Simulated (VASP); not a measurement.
The system is NaH.

```
CELL_PARAMETERS angstrom
0.00000 2.39751 2.39751
2.39751 0.00000 2.39751
2.39751 2.39751 0.00000
ATOMIC_POSITIONS crystal
Na 0.00000 0.00000 0.00000
H 0.50000 0.50000 0.50000
```

Base run:

| Quantity | Value |
| --- | --- |
| Program | VASP 6.6.1 |
| Functional | LDA |
| Potentials or basis | VASP PAW LDA potentials, release 64 (Na_pv, H) |
| Cutoff | 500 eV |
| k mesh | 6 × 6 × 6 |
| Occupations | gaussian, width 0.01 eV |
| Spin | no spin polarisation |

Its results: band gap on the k mesh 3.49 eV, indirect (least direct gap 4.37 eV); pressure -1.7 GPa.

Q: The run is repeated on the same cell with these changes: k mesh from 6 × 6 × 6 to 4 × 4 × 4. What comes out?

A: Band gap on the k mesh 3.44 eV, indirect (least direct gap 4.37 eV); pressure -1.7 GPa.

Caveats: some runs use coarse meshes.

A k mesh can miss the band edges.
